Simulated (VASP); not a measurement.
A run of VASP 6.6.1 is set up as follows.

File INCAR:

```
ALGO     = Normal         # electronic algorithm
EDIFF    = 1E-7           # SCF threshold, eV
ENCUT    = 520            # plane-wave cutoff, eV
GGA      = PS             # functional
ISIF     = 2              # what is computed and relaxed
ISMEAR   = 0              # smearing method
LASPH    = True           # aspherical terms in the spheres
LCHARG   = False          # write CHGCAR
LREAL    = False          # projectors in reciprocal space
LWAVE    = False          # write WAVECAR
NBANDS   = 9              # bands
NELM     = 80             # most SCF steps
PREC     = Accurate       # precision mode
SIGMA    = 0.01           # smearing width, eV
```

KPOINTS

```
k-points
0
Gamma
  10 10 10
```

The input POSCAR:

```
LiH
1.0
   -0.0099518428      1.9853926383      1.9853926383
    1.9853926383     -0.0099518428      1.9853926383
    1.9853926383      1.9853926383     -0.0099518428
Li H
1 1
Direct
    0.0000000000      0.0000000000      0.0000000000
    0.5000000000      0.5000000000      0.5000000000
```

Potentials or basis: VASP PAW PBE potentials, release 64 (Li_sv, H).

The run is started by

```bash
$ cat potpaw_PBE.64/Li_sv/POTCAR potpaw_PBE.64/H/POTCAR > POTCAR
$ mpirun -np 1 vasp_std > vasp.out
```

Task: Predict the band gap on the k mesh.

Result: 2.73 eV, direct.

Caveat: the cell differs from its parent crystal (equal xy, yz and zx engineering shears of -0.5 %). A k mesh can miss the band edges.
